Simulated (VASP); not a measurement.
# Ag (P6_3/mmc) in VASP: further runs

Ag is run at these levels: LDA; tasks: single point.

All numbers are computed with VASP 6.6.1; they aren't measurements. Logs are shortened: lines on timing, memory, paths and dates and some standing lists are left out, and cuts for length are marked.

## Step 1: The cell of the first run

Symmetry: P6_3/mmc, No. 194, hexagonal system. Conventional cell: a = 2.854 Å, b = 2.854 Å, c = 9.440 Å, α = 90.00°, β = 90.00°, γ = 120.00°. Ag (site symmetry -6m2) has 12 Ag at 2.85 to 2.88 Å within 3.8 Å. Within 3.8 Å of Ag (site symmetry -3m) lie 12 Ag at 2.85 to 2.88 Å.

This isn't the form of Ag at room conditions, which is fcc.

## Step 2: Single point, LDA (16.65 Å³/atom)

INCAR

```
PREC     = Accurate       # precision mode
ENCUT    = 520            # plane-wave cutoff, eV
EDIFF    = 1E-6           # SCF threshold, eV
ISMEAR   = -1             # smearing method
SIGMA    = 0.1            # smearing width, eV
LREAL    = F              # projectors in reciprocal space
LASPH    = T              # aspherical terms in the spheres
NELM     = 100            # most SCF steps
ALGO     = Normal         # electronic algorithm
ISIF     = 2              # what is computed and relaxed
LWAVE    = F              # write WAVECAR
LCHARG   = T              # write CHGCAR
LELF     = T              # ELF
LVHAR    = T            
NBANDS   = 30             # bands
```

KPOINTS

```
regular mesh
0
Gamma
  14 14 4
```

POSCAR

```
Ag
1.0
    2.8539635678      0.0000000000      0.0000000000
   -1.4269817839      2.4716049512      0.0000000000
    0.0000000000      0.0000000000      9.4401945915
Ag
4
Direct
    0.3333333333      0.6666666667      0.2500000000
    0.6666666667      0.3333333333      0.7500000000
    1.0000000000      0.0000000000      0.0000000000
    1.0000000000      0.0000000000      0.5000000000
```

Potentials or basis: VASP PAW LDA potentials, release 64 (Ag).

Run with:

```sh
cat potpaw_LDA.64/Ag/POTCAR > POTCAR
mpirun -np 1 vasp_std > vasp.out
```

OUTCAR:

```text
PREC = Accurate
   ENCUT = 520
   EDIFF = 1E-6
   ISMEAR = -1
   LREAL = F
   LASPH = T
   NELM = 100
   ISIF = 2

 ion  position               nearest neighbor table
   1  0.333  0.667  0.250-   3 2.88   4 2.88   3 2.88   4 2.88   3 2.88   4 2.88
   2  0.667  0.333  0.750-   3 2.88   4 2.88   3 2.88   4 2.88   3 2.88   4 2.88
   3  0.000  0.000  0.000-   1 2.88   2 2.88   2 2.88   1 2.88   2 2.88   1 2.88
   4  0.000  0.000  0.500-   1 2.88   2 2.88   2 2.88   1 2.88   2 2.88   1 2.88

  LATTYP: Found a hexagonal cell.
 ALAT       =     2.8539635678
 C/A-ratio  =     3.3077488087

  Lattice vectors:

 A1 = (   2.8539635678,   0.0000000000,   0.0000000000)
 A2 = (  -1.4269817839,   2.4716049512,   0.0000000000)
 A3 = (   0.0000000000,   0.0000000000,   9.4401945915)

Analysis of symmetry for initial positions (statically):
=====================================================================
 Subroutine PRICEL returns:
 Original cell was already a primitive cell.

 Routine SETGRP: Setting up the symmetry group for a
 hexagonal supercell.

 Subroutine GETGRP returns: Found 24 space group operations
 (whereof 12 operations were pure point group operations)
 out of a pool of 24 trial point group operations.

The static configuration has the point symmetry D_3d.
 The point group associated with its full space group is D_6h.

Analysis of symmetry for dynamics (positions and initial velocities):
=====================================================================
 Subroutine PRICEL returns:
 Original cell was already a primitive cell.

 Routine SETGRP: Setting up the symmetry group for a
 hexagonal supercell.

 Subroutine GETGRP returns: Found 24 space group operations
 (whereof 12 operations were pure point group operations)
 out of a pool of 24 trial point group operations.

The dynamic configuration has the point symmetry D_3d.
 The point group associated with its full space group is D_6h.

 Subroutine INISYM returns: Found 24 space group operations
 (whereof 12 operations are pure point group operations),
 and found     1 'primitive' translations

----------------------------------------------------------------------------------------

                                     Primitive cell

  volume of cell :      66.5899

  direct lattice vectors                    reciprocal lattice vectors
     2.853963568  0.000000000  0.000000000     0.350389897  0.202297701  0.000000000
    -1.426981784  2.471604951  0.000000000     0.000000000  0.404595402  0.000000000
     0.000000000  0.000000000  9.440194591     0.000000000  0.000000000  0.105930020

  length of vectors
     2.853963568  2.853963568  9.440194591     0.404595402  0.404595402  0.105930020

  position of ions in fractional coordinates (direct lattice)
     0.333333333  0.666666667  0.250000000
     0.666666667  0.333333333  0.750000000
     0.000000000  0.000000000  0.000000000
     0.000000000  0.000000000  0.500000000

  ion indices of the primitive-cell ions
   primitive index   ion index
                 1           1
                 2           2
                 3           3
                 4           4

----------------------------------------------------------------------------------------

 KPOINTS: regular mesh

Automatic generation of k-mesh.
 Grid dimensions read from file:
 generate k-points for:   14   14    4

 Generating k-lattice:

  Cartesian coordinates                     Fractional coordinates (reciprocal lattice)
     0.025027850  0.014449836  0.000000000     0.071428571  0.000000000  0.000000000
     0.000000000  0.028899672  0.000000000     0.000000000  0.071428571  0.000000000
     0.000000000  0.000000000  0.026482505     0.000000000  0.000000000  0.250000000

  Length of vectors
     0.028899672  0.028899672  0.026482505

  Shift w.r.t. Gamma in fractional coordinates (k-lattice)
     0.000000000  0.000000000  0.000000000

 Subroutine IBZKPT returns following result:
 ===========================================

 Found     72 irreducible k-points:

 Following reciprocal coordinates:
            Coordinates               Weight
  0.000000  0.000000  0.000000      1.000000
  0.071429  0.000000  0.000000      6.000000
  0.142857  0.000000  0.000000      6.000000
  0.214286  0.000000  0.000000      6.000000
  0.285714  0.000000  0.000000      6.000000
  0.357143  0.000000  0.000000      6.000000
[... 16 lines left out ...]
  0.285714  0.285714  0.000000      6.000000
  0.357143  0.285714  0.000000      6.000000
 [... further k-points ...]
   k-points           NKPTS =     72   k-points in BZ     NKDIM =     72   number of bands    NBANDS=     30
   number of dos      NEDOS =    301   number of ions     NIONS =      4
   total plane-waves  NPLWV =  40320
   dimension x,y,z NGX =    24 NGY =   24 NGZ =   70
   dimension x,y,z NGXF=    48 NGYF=   48 NGZF=  140
   ions per type =               4
   NGX,Y,Z   is equivalent  to a cutoff of  13.98, 13.98, 12.33 a.u.
   NGXF,Y,Z  is equivalent  to a cutoff of  27.96, 27.96, 24.65 a.u.
 SYSTEM =  unknown system
   PREC   = accura    normal or accurate (medium, high low for compatibility)
   ISTART =      0    job   : 0-new  1-cont  2-samecut
   ICHARG =      2    charge: 1-file 2-atom 10-const
   ISPIN  =      1    spin polarized calculation?
   LNONCOLLINEAR =      F non collinear calculations
   LSORBIT =      F    spin-orbit coupling
   LASPH  =      T    aspherical Exc in radial PAW
   ENCUT  =  520.0 eV  38.22 Ry    6.18 a.u.   5.31  5.31 17.55*2*pi/ulx,y,z
   NELM   =    100;   NELMIN=  2; NELMDL= -5     # of ELM steps
   EDIFF  = 0.1E-05   stopping-criterion for ELM
   LREAL  =      F    real-space projection
   EDIFFG = 0.1E-04   stopping-criterion for IOM
   NSW    =      0    number of steps for IOM
   IBRION =     -1    ionic relax: 0-MD 1-quasi-New 2-CG
   NFREE  =      0    steps in history (QN), initial steepest desc. (CG)
   ISIF   =      2    stress and relaxation
   ISYM   =      2    0-nonsym 1-usesym 2-fastsym
   POTIM  = 0.5000    time-step for ionic-motion
   TEBEG  =    0.0;   TEEND  =   0.0 temperature during run
   PSTRESS=    0.0 pullay stress
   NELECT =      44.0000    total number of electrons
   NUPDOWN=      -1.0000    fix difference up-down
   EMIN   =  10.00;   EMAX   =-10.00  energy-range for DOS
   EFERMI =   0.00;   METHOD = LEGACY
   ISMEAR =    -1;   SIGMA  =   0.10  broadening in eV -4-tet -1-fermi 0-gaus
   EFERMI_NEDOS =   21; number of points for ismear=-14 and -15
   IALGO  =     38    algorithm
   IMIX   =      4    mixing-type and parameters
     AMIX     =   0.40;   BMIX     =  1.00
     AMIX_MAG =   1.60;   BMIX_MAG =  1.00
  volume/ion in A,a.u.               =      16.65       112.34
  Fermi-wavevector in a.u.,A,eV,Ry     =   1.425902  2.694563 27.663306  2.033196
  Thomas-Fermi vector in A             =   2.546236
   LORBIT       =      0    0 simple, 1 ext, 2 COOP (PROOUT), +10 PAW based schemes
   GGA     = CA    functional components
   LHFCALC =     F    Hartree Fock is set to
   AEXX    =    0.0000 exact exchange contribution
   IVDW    =     0    specifies the selected vdW correction
   LEPSILON=     F    determine dielectric tensor
   LRPA    =     F    only Hartree local field effects (RPA)
 non-spin polarized calculation
  energy-cutoff  :      520.00
  volume of cell :       66.59
 maximum number of plane-waves:      1813
 NGX is ok and might be reduce to    24
   NGX = 11   NGY = 11   NGZ = 35

 number of electron      43.9999981 magnetization

 Free energy of the ion-electron system (eV)
  ---------------------------------------------------
  ext. energy  EPLUGINS =         0.00000000
  ---------------------------------------------------
  free energy    TOTEN  =       -15.09088931 eV

  energy without entropy =      -15.05212477  energy(sigma->0) =      -15.07150704

 E-fermi :   8.4394     XC(G=0): -12.7241

 val. band max:        8.4101813150   @ k =   0.5000   0.0000   0.2500
 cond. band min:       8.4542084158   @ k =   0.4286   0.0000   0.0000
 fundamental gap:      0.0440271008
 Fermi energy:         8.4393713213

 k-point     1 :       0.0000    0.0000    0.0000
  band No.  band energies     occupation
      1       0.4818      2.00000
      2       1.8724      2.00000
      3       1.8788      2.00000
      4       1.9242      2.00000
      5       3.5655      2.00000
      6       3.6253      2.00000
[... 22 lines left out ...]
     29      24.3032      0.00000
     30      25.2394      0.00000

 k-point     2 :       0.0714    0.0000    0.0000
  band No.  band energies     occupation
      1       0.6280      2.00000
      2       2.0022      2.00000
      3       2.0059      2.00000
      4       2.0175      2.00000
      5       3.5179      2.00000
      6       3.5677      2.00000
[... 22 lines left out ...]
     29      24.2641      0.00000
     30      24.7670      0.00000

 k-point     3 :       0.1429    0.0000    0.0000
  band No.  band energies     occupation
      1       1.0443      2.00000
      2       2.2415      2.00000
      3       2.3370      2.00000
      4       2.3481      2.00000
      5       3.2203      2.00000
      6       3.3757      2.00000
[... 22 lines left out ...]
     29      23.3389      0.00000
     30      23.3887      0.00000

 k-point     4 :       0.2143    0.0000    0.0000
  band No.  band energies     occupation
      1       1.6339      2.00000
      2       2.4047      2.00000
      3       2.5777      2.00000
      4       2.6751      2.00000
      5       2.9952      2.00000
      6       3.1061      2.00000
[... 616 lines left out ...]
     29      16.8215      0.00000
     30      17.1898      0.00000

 k-point    23 :       0.2857    0.2857    0.0000
  band No.  band energies     occupation
      1       2.5826      2.00000
      2       2.6045      2.00000
      3       2.6476      2.00000
      4       2.9074      2.00000
      5       3.0550      2.00000
      6       3.1141      2.00000
[... 22 lines left out ...]
     29      15.3379      0.00000
     30      16.5124      0.00000

 k-point    24 :       0.3571    0.2857    0.0000
  band No.  band energies     occupation
      1       2.5738      2.00000
      2       2.6943      2.00000
      3       2.7986      2.00000
      4       2.8885      2.00000
      5       2.9385      2.00000
      6       3.0361      2.00000
[... 22 lines left out ...]
     29      15.2237      0.00000
     30      17.8401      0.00000

 [... further k-points ...]

------------------------ aborting loop because EDIFF is reached ----------------------------------------

  FORCE on cell =-STRESS in cart. coord.  units (eV):
  Direction    XX          YY          ZZ          XY          YZ          ZX
  --------------------------------------------------------------------------------------
  -------------------------------------------------------------------------------------
  Total       -1.6622848     -1.6622848     -2.2909019      0.0000000      0.0000000      0.0000000
  in kB      -39.9951729    -39.9951729    -55.1199294      0.0000000      0.0000000      0.0000000
  external PRESSURE =     -45.0367584 kB  Pullay stress =       0.0000000 kB

 VOLUME and BASIS-vectors are now :
 -----------------------------------------------------------------------------
  energy-cutoff  :      520.00
  volume of cell :       66.59
      direct lattice vectors                 reciprocal lattice vectors
     2.853963568  0.000000000  0.000000000     0.350389897  0.202297701  0.000000000
    -1.426981784  2.471604951  0.000000000     0.000000000  0.404595402  0.000000000
     0.000000000  0.000000000  9.440194591     0.000000000  0.000000000  0.105930020

 POSITION                                       TOTAL-FORCE (eV/Angst)
 -----------------------------------------------------------------------------------
     -0.00000      1.64774      2.36005        -0.000000     -0.000000      0.000000
      1.42698      0.82387      7.08015         0.000000      0.000000      0.000000
      0.00000      0.00000      0.00000         0.000000      0.000000     -0.000000
      0.00000      0.00000      4.72010         0.000000      0.000000     -0.000000
 -----------------------------------------------------------------------------------
    total drift:                               -0.000000      0.000000      0.000000

  FREE ENERGIE OF THE ION-ELECTRON SYSTEM (eV)
  ---------------------------------------------------
  free  energy   TOTEN  =       -15.0908893088 eV

  energy  without entropy=      -15.0521247658  energy(sigma->0) =      -15.07150704
```

Run time: 2.7 min. Hardware: 1 thread of AMD EPYC 7R13, shared host; peak memory 0.2 GiB.

What came out:

```
Free energy            : -15.0909 eV
Pressure               : -4.5 GPa
Band gap on the k mesh : zero (bands 22 and 23 overlap by 5.97 eV)
```

Stress tensor (GPa, compression positive):
```
-4.00  0.00  0.00
 0.00 -4.00  0.00
 0.00  0.00 -5.51
```

Caveat: the cell stands under tension.

## Step 3: Single point, LDA (17.29 Å³/atom)

This run uses another cell than the first one, of 17.29 Å³/atom.

INCAR

```
SYSTEM = Ag
ALGO = Normal
EDIFF = 1E-6
ENCUT = 520
ISIF = 2
ISMEAR = -1
LASPH = .True.
LCHARG = .False.
LREAL = .False.
LWAVE = .False.
NBANDS = 30
NELM = 100
PREC = Accurate
SIGMA = 0.1
```

KPOINTS

```
k-points
0
Gamma
  14 14 4
  0 0 0
```

POSCAR

```
Ag
1.0
    2.8900935245      0.0000000000      0.0000000000
   -1.4450467622      2.5028944115      0.0000000000
    0.0000000000      0.0000000000      9.5597034124
Ag
4
Direct
    0.3333333333      0.6666666667      0.2500000000
    0.6666666667      0.3333333333      0.7500000000
    1.0000000000      0.0000000000      0.0000000000
    1.0000000000      0.0000000000      0.5000000000
```

Potentials or basis: VASP PAW LDA potentials, release 64 (Ag).

Run with:

```sh
cat potpaw_LDA.64/Ag/POTCAR > POTCAR
mpirun -np 1 vasp_std > vasp.out
```

OUTCAR:

```text
SYSTEM = Ag
   EDIFF = 1E-6
   ENCUT = 520
   ISIF = 2
   ISMEAR = -1
   LASPH = .True.
   LREAL = .False.
   NELM = 100
   PREC = Accurate

 ion  position               nearest neighbor table
   1  0.333  0.667  0.250-   3 2.91   4 2.91   3 2.91   4 2.91   3 2.91   4 2.91
   2  0.667  0.333  0.750-   3 2.91   4 2.91   3 2.91   4 2.91   3 2.91   4 2.91
   3  0.000  0.000  0.000-   1 2.91   2 2.91   1 2.91   2 2.91   2 2.91   1 2.91
   4  0.000  0.000  0.500-   1 2.91   2 2.91   1 2.91   2 2.91   2 2.91   1 2.91

  LATTYP: Found a hexagonal cell.
 ALAT       =     2.8900935245
[... 993 lines left out ...]
  --------------------------------------------------------------------------------------
  -------------------------------------------------------------------------------------
  Total       -3.3626644     -3.3626644     -3.9218136     -0.0000000     -0.0000000      0.0000000
  in kB      -77.9103697    -77.9103697    -90.8654305     -0.0000000     -0.0000000      0.0000000
  external PRESSURE =     -82.2287233 kB  Pullay stress =       0.0000000 kB

 VOLUME and BASIS-vectors are now :
 -----------------------------------------------------------------------------
  energy-cutoff  :      520.00
  volume of cell :       69.15
      direct lattice vectors                 reciprocal lattice vectors
     2.890093525  0.000000000  0.000000000     0.346009564  0.199768715  0.000000000
    -1.445046762  2.502894411  0.000000000     0.000000000  0.399537430  0.000000000
     0.000000000  0.000000000  9.559703412     0.000000000  0.000000000  0.104605756

 POSITION                                       TOTAL-FORCE (eV/Angst)
 -----------------------------------------------------------------------------------
     -0.00000      1.66860      2.38993         0.000000      0.000000      0.000000
      1.44505      0.83430      7.16978        -0.000000     -0.000000      0.000000
      0.00000      0.00000      0.00000         0.000000      0.000000     -0.000000
      0.00000      0.00000      4.77985         0.000000      0.000000     -0.000000
 -----------------------------------------------------------------------------------
    total drift:                               -0.000000      0.000000      0.000000

  FREE ENERGIE OF THE ION-ELECTRON SYSTEM (eV)
  ---------------------------------------------------
  free  energy   TOTEN  =       -14.9892459902 eV

  energy  without entropy=      -14.9500762991  energy(sigma->0) =      -14.96966114
```

Wall time 2.4 min (1 thread of AMD EPYC 7R13, shared host); peak memory 0.21 GiB.

What came out:

```
Free energy            : -14.9892 eV
Pressure               : -8.2 GPa
Band gap on the k mesh : zero (bands 22 and 23 overlap by 5.86 eV)
```

Levels at points of the mesh, in eV from the Fermi level:
| k point | band 19 | band 20 | band 21 | band 22 | band 23 | band 24 | band 25 | band 26 |
| --- | --- | --- | --- | --- | --- | --- | --- | --- |
| (0.00, 0.00, 0.00) | -3.50 | -3.31 | -3.31 | -2.92 | -2.92 | -0.44 | 3.36 | 10.77 |
| (0.50, 0.00, 0.00) | -2.70 | -2.70 | -0.12 | 0.77 | 1.07 | 1.59 | 4.28 | 4.35 |
| (0.00, 0.00, 0.50) | -3.08 | -3.08 | -3.08 | -3.08 | -2.47 | -2.47 | 6.20 | 6.20 |
| (0.50, 0.00, 0.50) | -2.71 | -2.71 | 0.31 | 0.31 | 1.44 | 1.44 | 4.69 | 4.69 |

Caveat: the cell stands under tension.

## Step 4: Single point, LDA (17.93 Å³/atom)

This run uses another cell than the first one, of 17.93 Å³/atom.

INCAR

```
ALGO = Normal ; EDIFF = 1E-6
ENCUT = 520 ; ISIF = 2
ISMEAR = -1 ; LASPH = T
LCHARG = F ; LREAL = F
LWAVE = F ; NBANDS = 30
NELM = 80 ; PREC = Accurate
SIGMA = 0.1
```

KPOINTS

```
k-points
0
Gamma
  14 14 4
```

POSCAR

```
Ag
1.0
    2.9253420414      0.0000000000      0.0000000000
   -1.4626710207      2.5334205226      0.0000000000
    0.0000000000      0.0000000000      9.6762966522
Ag
4
Direct
    0.3333333333      0.6666666667      0.2500000000
    0.6666666667      0.3333333333      0.7500000000
    1.0000000000      0.0000000000      0.0000000000
    1.0000000000      0.0000000000      0.5000000000
```

Run with:

```sh
cat potpaw_LDA.64/Ag/POTCAR > POTCAR
mpirun -np 1 vasp_std > vasp.out
```

It took 2.5 min on 1 thread of AMD EPYC 7R13, shared host; peak memory 0.21 GiB.

The run converged. Its results:

```
Free energy            : -14.8355 eV
Pressure               : -11.0 GPa
Band gap on the k mesh : zero (bands 22 and 23 overlap by 5.77 eV)
```

Stress tensor (GPa, compression positive):
```
-10.68   0.00   0.00
  0.00 -10.68   0.00
  0.00   0.00 -11.77
```

Levels at points of the mesh, in eV from the Fermi level:
| k point | band 19 | band 20 | band 21 | band 22 | band 23 | band 24 | band 25 | band 26 |
| --- | --- | --- | --- | --- | --- | --- | --- | --- |
| (0.00, 0.00, 0.00) | -3.45 | -3.27 | -3.27 | -2.91 | -2.91 | -0.34 | 3.17 | 10.50 |
| (0.50, 0.00, 0.00) | -2.70 | -2.70 | -0.05 | 0.82 | 1.03 | 1.54 | 4.08 | 4.15 |
| (0.00, 0.00, 0.50) | -3.05 | -3.05 | -3.05 | -3.05 | -2.37 | -2.37 | 5.99 | 5.99 |
| (0.50, 0.00, 0.50) | -2.71 | -2.71 | 0.33 | 0.33 | 1.40 | 1.40 | 4.52 | 4.52 |

Caveat: the cell stands under tension.

## Step 5: Summary

| cell | gap on the mesh (eV) | pressure (GPa) |
| --- | --- | --- |
| a = 2.854, b = 2.854, c = 9.440 Å, angles 90.0, 90.0, 120.0°, 4 atoms | none | -4.5 |
| a = 2.890, b = 2.890, c = 9.560 Å, angles 90.0, 90.0, 120.0°, 4 atoms | none | -8.2 |
| a = 2.925, b = 2.925, c = 9.676 Å, angles 90.0, 90.0, 120.0°, 4 atoms | none | -11.0 |

Alike in all rows: task single point; level LDA; potentials or basis VASP PAW LDA potentials, release 64 (Ag); no spin polarisation; k mesh 14 × 14 × 4; cutoff (eV) 520; smearing fermi-dirac 0.1 eV.

Caveats: the cell stands under tension.

Absolute energies hang on the potentials; compare differences alone.
